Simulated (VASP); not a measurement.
Set up this calculation in VASP 6.6.1, as the native input.

| Item | Value |
| --- | --- |
| Task | single point |
| Functional | PBEsol |
| Potentials or basis | VASP PAW PBE potentials, release 64 (Cs_sv) |
| Cutoff | 520 eV |
| k mesh | 6 × 6 × 6 |
| Occupations | fermi-dirac, width 0.05 eV |
| Spin | no spin polarisation |
| Dipole correction | no |
| Further INCAR settings | ALGO = Fast; EDIFF = 1e-06; NBANDS = 10 |

The structure of Cs lies in POSCAR:

```
Cs
1.0
   -3.1898230911      3.1898230911      3.1898230911
    3.1898230911     -3.1898230911      3.1898230911
    3.1898230911      3.1898230911     -3.1898230911
Cs
1
Direct
    0.0000000000      0.0000000000      0.0000000000
```

This cell differs from its parent crystal: volume scaled by 1.06.

These files were run (other wordings do the same):

INCAR

```
  PREC = Accurate
  ENCUT = 520
  EDIFF = 1E-6
  ISMEAR = -1
  SIGMA = 0.05
  LREAL = F
  LASPH = T
  NELM = 100
  ALGO = Fast
  ISIF = 2
  LWAVE = F
  LCHARG = F
  GGA = PS
  NBANDS = 10
```

KPOINTS

```
Automatic mesh
0
Gamma
  6 6 6
```

Potentials or basis: VASP PAW PBE potentials, release 64 (Cs_sv).

Run with:

```sh
$ cat potpaw_PBE.64/Cs_sv/POTCAR > POTCAR
$ mpirun -np 1 vasp_std > vasp.out
```

It gave:

- Pressure: -0.3 GPa

Caveat: the PAW data sets were made with another functional, which shifts forces and pressure a little.

Wall time 19 s on 1 thread of Intel(R) Xeon(R) Platinum 8259CL CPU @ 2.50GHz (Skylake/Cascade Lake), with other jobs on the host, peak memory 0.24 GiB.
